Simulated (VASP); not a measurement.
# Al2Cu in VASP: notebook, part 2 of 2

VASP 6.6.1. Earlier steps stand in the parts before.

## Step 4: Single point, PBEsol (volume scaled by 0.98)

File INCAR:

```
SYSTEM = Al2Cu
PREC = Accurate
ENCUT = 520
EDIFF = 1E-6
ISMEAR = -1
SIGMA = 0.15
LREAL = .FALSE.
LASPH = .TRUE.
NELM = 60
ALGO = Normal
ISIF = 2
LWAVE = .FALSE.
LCHARG = .FALSE.
GGA = PS
NBANDS = 16
```

File KPOINTS:

```
Automatic mesh
0
G
  14 14 14
  0 0 0
```

File POSCAR:

```
Al2Cu
1.0
   -2.0114811924      2.0114811924      2.8446676750
    2.0114811924     -2.0114811924      2.8446676750
    2.0114811924      2.0114811924     -2.8446676750
Al Cu
2 1
Direct
    0.7500000000      0.2500000000      0.5000000000
    0.2500000000      0.7500000000      0.5000000000
    0.5000000000      0.5000000000      0.0000000000
```

Potentials or basis: VASP PAW PBE potentials, release 64 (Al, Cu).

Command:

```sh
$ cat potpaw_PBE.64/Al/POTCAR potpaw_PBE.64/Cu/POTCAR > POTCAR
$ mpirun -np 1 vasp_std > vasp.out
```

OUTCAR:

```text
SYSTEM = Al2Cu
   PREC = Accurate
   ENCUT = 520
   EDIFF = 1E-6
   ISMEAR = -1
   LREAL = .FALSE.
   LASPH = .TRUE.
   NELM = 60
   ISIF = 2
   GGA = PS

 ion  position               nearest neighbor table
   1  0.750  0.250  0.500-   3 2.46   3 2.46   3 2.46   3 2.46   2 2.84   2 2.84   2 2.84   2 2.84
                             2 2.84   2 2.84
   2  0.250  0.750  0.500-   3 2.46   3 2.46   3 2.46   3 2.46   1 2.84   1 2.84   1 2.84   1 2.84
                             1 2.84   1 2.84
   3  0.500  0.500  0.000-   2 2.46   1 2.46   1 2.46   2 2.46   1 2.46   2 2.46   2 2.46   1 2.46

  LATTYP: Found a face centered cubic cell.
 ALAT       =     5.6893316578

  Lattice vectors:

 A1 = (   2.0114811924,  -2.0114811924,  -2.8446676750)
 A2 = (   2.0114811924,   2.0114811924,  -2.8446676750)
 A3 = (   4.0229623848,   0.0000000000,   0.0000000000)

Analysis of symmetry for initial positions (statically):
=====================================================================
 Subroutine PRICEL returns:
 Original cell was already a primitive cell.

 Routine SETGRP: Setting up the symmetry group for a
 face centered cubic supercell.

 Subroutine GETGRP returns: Found 48 space group operations
 (whereof 48 operations were pure point group operations)
 out of a pool of 48 trial point group operations.

The static configuration has the point symmetry O_h .

Analysis of symmetry for dynamics (positions and initial velocities):
=====================================================================
 Subroutine PRICEL returns:
 Original cell was already a primitive cell.

 Routine SETGRP: Setting up the symmetry group for a
 face centered cubic supercell.

 Subroutine GETGRP returns: Found 48 space group operations
 (whereof 48 operations were pure point group operations)
 out of a pool of 48 trial point group operations.

The dynamic configuration has the point symmetry O_h .

 Subroutine INISYM returns: Found 48 space group operations
 (whereof 48 operations are pure point group operations),
[... 112 lines left out ...]
   EFERMI =   0.00;   METHOD = LEGACY
   ISMEAR =    -1;   SIGMA  =   0.15  broadening in eV -4-tet -1-fermi 0-gaus
   EFERMI_NEDOS =   21; number of points for ismear=-14 and -15
   IALGO  =     38    algorithm
   IMIX   =      4    mixing-type and parameters
     AMIX     =   0.40;   BMIX     =  1.00
     AMIX_MAG =   1.60;   BMIX_MAG =  1.00
  volume/ion in A,a.u.               =      15.35       103.56
  Fermi-wavevector in a.u.,A,eV,Ry     =   1.174492  2.219468 18.768297  1.379431
  Thomas-Fermi vector in A             =   2.310888
   LORBIT       =      0    0 simple, 1 ext, 2 COOP (PROOUT), +10 PAW based schemes
   GGA     = PS    functional components
   LHFCALC =     F    Hartree Fock is set to
   AEXX    =    0.0000 exact exchange contribution
   IVDW    =     0    specifies the selected vdW correction
   LEPSILON=     F    determine dielectric tensor
   LRPA    =     F    only Hartree local field effects (RPA)
 non-spin polarized calculation
  energy-cutoff  :      520.00
  volume of cell :       46.04
 maximum number of plane-waves:      1267
 NGX is ok and might be reduce to    30
   NGX = 15   NGY = 15   NGZ = 15

 number of electron      17.0000013 magnetization

 Free energy of the ion-electron system (eV)
  ---------------------------------------------------
  ext. energy  EPLUGINS =         0.00000000
  ---------------------------------------------------
  free energy    TOTEN  =       -13.03666474 eV

  energy without entropy =      -12.97533658  energy(sigma->0) =      -13.00600066

 E-fermi :   7.3080     XC(G=0): -10.7166

 val. band max:        7.2865084085   @ k =   0.4286   0.0714  -0.0000
 cond. band min:       7.3383852770   @ k =   0.1429   0.0000   0.0000
 fundamental gap:      0.0518768686
 Fermi energy:         7.3079878834

 k-point     1 :       0.0000    0.0000    0.0000
  band No.  band energies     occupation
      1      -3.1269      2.00000
      2       2.5936      2.00000
      3       2.5936      2.00000
      4       2.5936      2.00000
      5       3.1727      2.00000
      6       3.1728      2.00000
[... 433 lines left out ...]
      3       2.6720      2.00000
      4       2.7955      2.00000
      5       3.1123      2.00000
      6       3.2389      2.00000
[... 8 lines left out ...]
     15      14.6990      0.00000
     16      18.1541      0.00000

 [... further k-points ...]
[... 5 lines left out ...]
  --------------------------------------------------------------------------------------
  -------------------------------------------------------------------------------------
  Total        0.6697090      0.6697090      0.6697108      0.0000000     -0.0000000     -0.0000000
  in kB       23.3062962     23.3062962     23.3063567      0.0000000     -0.0000000     -0.0000000
  external PRESSURE =      23.3063163 kB  Pullay stress =       0.0000000 kB

 VOLUME and BASIS-vectors are now :
 -----------------------------------------------------------------------------
  energy-cutoff  :      520.00
  volume of cell :       46.04
      direct lattice vectors                 reciprocal lattice vectors
    -2.011481192  2.011481192  2.844667675     0.000000000  0.248573043  0.175767456
     2.011481192 -2.011481192  2.844667675     0.248573043  0.000000000  0.175767456
     2.011481192  2.011481192 -2.844667675     0.248573043  0.248573043  0.000000000

 POSITION                                       TOTAL-FORCE (eV/Angst)
 -----------------------------------------------------------------------------------
      0.00000      2.01148      1.42233        -0.000000      0.000000     -0.000000
      2.01148      0.00000      1.42233         0.000000     -0.000000      0.000000
      0.00000      0.00000      2.84467        -0.000000      0.000000     -0.000000
 -----------------------------------------------------------------------------------
    total drift:                                0.000000     -0.000000      0.000000

  FREE ENERGIE OF THE ION-ELECTRON SYSTEM (eV)
  ---------------------------------------------------
  free  energy   TOTEN  =       -13.0366647378 eV

  energy  without entropy=      -12.9753365815  energy(sigma->0) =      -13.00600066
```

It took 52 s on 1 thread of AMD EPYC 9R45 (Zen 5), shared host; peak memory 0.19 GiB.

Results:

```
Free energy : -13.0367 eV
Pressure    : 2.3 GPa
```

Caveat: the PAW data sets were made with another functional, which shifts forces and pressure a little.

## Step 5: Single point, PBEsol

INCAR: that of step 4 with these lines changed.

```diff
@@ -8,4 +8,4 @@
 LASPH = .TRUE.
-NELM = 60
-ALGO = Normal
+NELM = 100
+ALGO = Fast
 ISIF = 2
```

File KPOINTS:

```
regular mesh
0
G
  14 14 14
  0 0 0
```

File POSCAR:

```
Al2Cu
1.0
   -2.0250726938      2.0250726938      2.8638889856
    2.0250726938     -2.0250726938      2.8638889856
    2.0250726938      2.0250726938     -2.8638889856
Al Cu
2 1
Direct
    0.7500000000      0.2500000000      0.5000000000
    0.2500000000      0.7500000000      0.5000000000
    0.5000000000      0.5000000000      0.0000000000
```

Command:

```sh
$ cat potpaw_PBE.64/Al/POTCAR potpaw_PBE.64/Cu/POTCAR > POTCAR
$ mpirun -np 1 vasp_std > vasp.out
```

Run time: 61 s. Hardware: 1 thread of AMD EPYC 9R45 (Zen 5), shared host; peak memory 0.19 GiB.

Results (log left out):

* Free energy: -13.0447 eV
* Pressure: 0.2 GPa

Levels at points of the mesh, in eV from the Fermi level:
| k point | band 6 | band 7 | band 8 | band 9 | band 10 | band 11 | band 12 | band 13 |
| --- | --- | --- | --- | --- | --- | --- | --- | --- |
| (0.00, 0.00, 0.00) | -4.06 | 2.90 | 2.90 | 2.90 | 2.96 | 2.96 | 2.96 | 4.36 |
| (0.50, 0.00, 0.00) | -4.00 | -4.00 | 0.61 | 0.61 | 2.94 | 2.94 | 3.85 | 4.39 |
| (0.50, 0.50, 0.00) | -3.90 | -3.78 | -2.01 | -2.01 | 0.38 | 1.49 | 9.04 | 10.72 |

Caveat: the PAW data sets were made with another functional, which shifts forces and pressure a little.

## Step 6: Single point, PBEsol (volume scaled by 1.02)

File INCAR:

```
PREC = Accurate
ENCUT = 520
EDIFF = 1E-7
ISMEAR = -1
SIGMA = 0.15
LREAL = F
LASPH = T
NELM = 60
ALGO = Normal
ISIF = 2
LWAVE = F
LCHARG = F
GGA = PS
NBANDS = 16
```

File KPOINTS:

```
Automatic mesh
0
Gamma
  14 14 14
```

File POSCAR:

```
Al2Cu
1.0
   -2.0384841621      2.0384841621      2.8828556906
    2.0384841621     -2.0384841621      2.8828556906
    2.0384841621      2.0384841621     -2.8828556906
Al Cu
2 1
Direct
    0.7500000000      0.2500000000      0.5000000000
    0.2500000000      0.7500000000      0.5000000000
    0.5000000000      0.5000000000      0.0000000000
```

Potentials or basis: VASP PAW PBE potentials, release 64 (Al, Cu).

Command:

```sh
$ cat potpaw_PBE.64/Al/POTCAR potpaw_PBE.64/Cu/POTCAR > POTCAR
$ mpirun -np 1 vasp_std > vasp.out
```

Run time: 54 s. Hardware: 1 thread of AMD EPYC 9R45 (Zen 5), shared host; peak memory 0.19 GiB.

The run converged. Its results:

- Free energy: -13.0405 eV
- Pressure: -1.8 GPa

Levels at points of the mesh, in eV from the Fermi level:
| k point | band 6 | band 7 | band 8 | band 9 | band 10 | band 11 | band 12 | band 13 |
| --- | --- | --- | --- | --- | --- | --- | --- | --- |
| (0.00, 0.00, 0.00) | -4.00 | 2.89 | 2.89 | 2.89 | 2.89 | 2.89 | 2.89 | 4.16 |
| (0.50, 0.00, 0.00) | -3.94 | -3.94 | 0.61 | 0.61 | 2.90 | 2.90 | 3.72 | 4.32 |
| (0.50, 0.50, 0.00) | -3.84 | -3.73 | -1.97 | -1.97 | 0.31 | 1.50 | 8.99 | 10.53 |

Caveat: the PAW data sets were made with another functional, which shifts forces and pressure a little.

## Step 7: Overview

| task | cell | cutoff (eV) | gap on the mesh (eV) | pressure (GPa) |
| --- | --- | --- | --- | --- |
| relaxation of cell and atoms | relaxed from a = 4.049 Å, angles 120.0, 120.0, 90.0°, 3 atoms | 600 | none | 0.0 |
| single point | a = 3.878 Å, angles 120.0, 120.0, 90.0°, 3 atoms | 520 | none | 18.2 |
| single point | a = 4.023 Å, angles 120.0, 120.0, 90.0°, 3 atoms | 520 | none | 2.3 |
| single point | a = 4.050 Å, angles 120.0, 120.0, 90.0°, 3 atoms | 520 | none | 0.2 |
| single point | a = 4.077 Å, angles 120.0, 120.0, 90.0°, 3 atoms | 520 | none | -1.8 |

Alike in all rows: level PBEsol; potentials or basis VASP PAW PBE potentials, release 64 (Al, Cu); no spin polarisation; k mesh 14 × 14 × 14; smearing fermi-dirac 0.15 eV.

Caveats: the PAW data sets were made with another functional, which shifts forces and pressure a little.

Absolute energies hang on the potentials; compare differences alone.
